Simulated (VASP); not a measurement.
The system is GaAs.

```xyz
2
Lattice="0.0000 2.8268 2.8268 2.8268 0.0000 2.8268 2.8268 2.8268 0.0000" Properties=species:S:1:pos:R:3 pbc="T T T"
Ga    0.0000    0.0000    0.0000
As    4.2403    4.2403    4.2403
```

Base run:

| Property | Result |
| --- | --- |
| Program | VASP 6.6.1 |
| Functional | r2SCAN |
| Potentials or basis | VASP PAW PBE potentials, release 64 (Ga_d, As) |
| Cutoff | 550 eV |
| k mesh | 11 × 11 × 11 |
| Occupations | fermi-dirac, width 0.05 eV |
| Spin | no spin polarisation |

Its results: band gap on the k mesh 1.00 eV, direct; pressure 0.6 GPa.

Question: The run is repeated on the same cell with these changes: functional from r2SCAN to PBE; cutoff from 550 eV to 520 eV. What comes out?

Answer: Band gap on the k mesh 0.52 eV, direct; pressure 3.5 GPa.

r2SCAN gives the wider gap, since meta-GGAs in the generalised Kohn-Sham scheme recover part of the derivative discontinuity.

Caveats: the PAW data sets were made with another functional, which shifts forces and pressure a little (some runs).

A k mesh can miss the band edges.
